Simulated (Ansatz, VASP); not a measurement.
# One calculation of AlN, two programs

INCAR

```
PREC = Accurate ; ENCUT = 520
EDIFF = 1E-7 ; ISMEAR = 0
SIGMA = 0.05 ; LREAL = False
LASPH = True ; NELM = 60
ALGO = Normal ; ISIF = 2
LWAVE = False ; LCHARG = True
GGA = PE ; LELF = True
LVHAR = True ; NBANDS = 26
```

File KPOINTS:

```
regular mesh
0
Gamma
  8 8 3
```

Contents of POSCAR:

```
AlN
1.0
   -3.1110021516      0.0000000000      0.0000000000
   -1.5555010758     -2.6942068945      0.0000000000
   -1.1666258068     -0.6735517236      9.9560000000
Al N
4 4
Direct
    0.1073958333      0.1073958333      0.9037500000
    0.2323958333      0.2323958333      0.4037500000
    0.6282291667      0.6282291667      0.1537500000
    0.5032291667      0.5032291667      0.6537500000
    0.3092708333      0.3092708333      0.0962500000
    0.1842708333      0.1842708333      0.5962500000
    0.5801041667      0.5801041667      0.3462500000
    0.4551041667      0.4551041667      0.8462500000
```

Input for Ansatz:

```yaml
crystal:
  lattice:
    - [-3.1110021516, 0.0, 0.0]
    - [-1.5555010758, -2.6942068945, 0.0]
    - [-1.1666258068, -0.6735517236, 9.956]
  atoms:
    - { symbol: Al, position: [0.1073958333, 0.1073958333, 0.90375] }
    - { symbol: Al, position: [0.2323958333, 0.2323958333, 0.40375] }
    - { symbol: Al, position: [0.6282291667, 0.6282291667, 0.15375] }
    - { symbol: Al, position: [0.5032291667, 0.5032291667, 0.65375] }
    - { symbol: "N", position: [0.3092708333, 0.3092708333, 0.09625] }
    - { symbol: "N", position: [0.1842708333, 0.1842708333, 0.59625] }
    - { symbol: "N", position: [0.5801041667, 0.5801041667, 0.34625] }
    - { symbol: "N", position: [0.4551041667, 0.4551041667, 0.84625] }
basis:
  ecutwfc: 420
kpoints:
  mp_grid: { grid: [8, 8, 3] }
hamiltonian:
  xc: pbe
scf:
  occupations: { method: gaussian, width: 0.05 }
output:
  forces: true
  stress: true
  eigenvalues: true
```

Alike in both runs: task single point; functional PBE; k mesh 8 × 8 × 3; occupations gaussian, width 0.05 eV; no spin polarisation.

|  | VASP | Ansatz |
| --- | --- | --- |
| version | VASP 6.6.1 | Ansatz 0.2.0 |
| potentials or method | VASP PAW PBE potentials, release 64 (Al, N), cutoff 520 eV | scalar-relativistic, plane waves, PAW |
| valence electrons in the cell | 32 | 32 |

```csv
,VASP,Ansatz,Ansatz less VASP
gap on the k mesh at the Fermi level (eV),2.84,2.84,-0.006
least direct gap on the mesh (eV),2.84,2.84,-0.006
pressure (GPa),3.1,3.4,+0.25
"traceless stress, the component that is largest in VASP (GPa)",7.32,7.29,-0.030
rms of the force components (eV/Å),0.487,0.487,+0.0002
```

Atom by atom the forces differ by 0.004 eV/Å (rms over components). The functional is the same, so the differences come from potentials, cutoffs and numerics.
